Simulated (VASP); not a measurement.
GaN, 4 atoms in the cell. Symmetry: Imm2, No. 44, orthorhombic system. Conventional cell: a = 3.097 Å, b = 3.291 Å, c = 4.380 Å, α = 90.00°, β = 90.00°, γ = 90.00°. Within 2.6 Å of Ga (site symmetry mm2) lie 4 N at 1.92 to 1.95 Å. N (site symmetry mm2) has 4 Ga at 1.92 to 1.95 Å within 2.6 Å. 

* Program: VASP 6.6.1
* Task: single point
* Functional: r2SCAN
* Potentials or basis: VASP PAW PBE potentials, release 64 (Ga_d, N)
* Cutoff: 660 eV
* k mesh: 10 × 6 × 8
* Occupations: gaussian, width 0.02 eV
* Spin: no spin polarisation
* Dipole correction: no
* Further INCAR settings: ALGO = Normal; EDIFF = 1e-06; NBANDS = 26

Potentials or basis: VASP PAW PBE potentials, release 64 (Ga_d, N).

Launch:

```bash
$ cat potpaw_PBE.64/Ga_d/POTCAR potpaw_PBE.64/N/POTCAR > POTCAR
$ cp INCAR.step1 INCAR
$ mpirun -np 1 vasp_std > vasp.out
$ cp INCAR.step2 INCAR
$ mpirun -np 1 vasp_std > vasp.out
```

Hardware: 1 thread of Oxide Virtual Turin-like Processor (shared host).

Problem. Estimate the wall time of this run.

Solution. Wall time 12 min on 1 thread of Oxide Virtual Turin-like Processor, with other jobs on the host, peak memory 0.26 GiB. Counts: k points 120.
